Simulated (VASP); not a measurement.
# Ti5Si: single point with LDA

Slab: Ti5Si, a slab with vacuum.

```
Ti Si
1.0
     2.86412    0.00000    0.00000
    -1.43206    2.48040    0.00000
     0.00000    0.00000   24.49126
Ti Si
5 1
Direct
  0.66667 0.33333 0.16332
  0.33333 0.66667 0.25592
  0.66667 0.33333 0.34952
  0.33333 0.66667 0.44439
  0.66667 0.33333 0.53044
  0.83333 0.00000 0.62060
```

* Program: VASP 6.6.1
* Task: single point
* Functional: LDA
* Potentials or basis: VASP PAW LDA potentials, release 64 (Ti_sv, Si)
* Cutoff: 520 eV
* k mesh: 9 × 9 × 1
* Occupations: gaussian, width 0.1 eV
* Spin: no spin polarisation
* Dipole correction: yes
* Further INCAR settings: ALGO = Normal; EDIFF = 1e-07; NBANDS = 41

The largest force is 0.750 eV/Å. The band gap on the k mesh is zero (band 32 reaches 3.44 eV, above the bottom of band 33 at 2.47 eV).

Forces in eV/Å, atoms in the order of the input:
```
Ti   0.000  0.001  0.574
Ti   0.001 -0.006 -0.508
Ti   0.007  0.003 -0.003
Ti   0.062 -0.005 -0.629
Ti  -0.422  0.304  0.540
Si   0.351 -0.297  0.026
```

Levels at points of the mesh, in eV from the Fermi level:
```
           k point  band 28  band 29  band 30  band 31  band 32  band 33  band 34  band 35  band 36  band 37
(0.00, 0.00, 0.00)    -0.18     0.24     0.51     0.65     0.66     0.70     0.71     0.75     0.76     0.77
```

It took 12 min on 1 thread of Intel(R) Xeon(R) Platinum 8488C (Sapphire Rapids), on a shared host, peak memory 0.39 GiB.
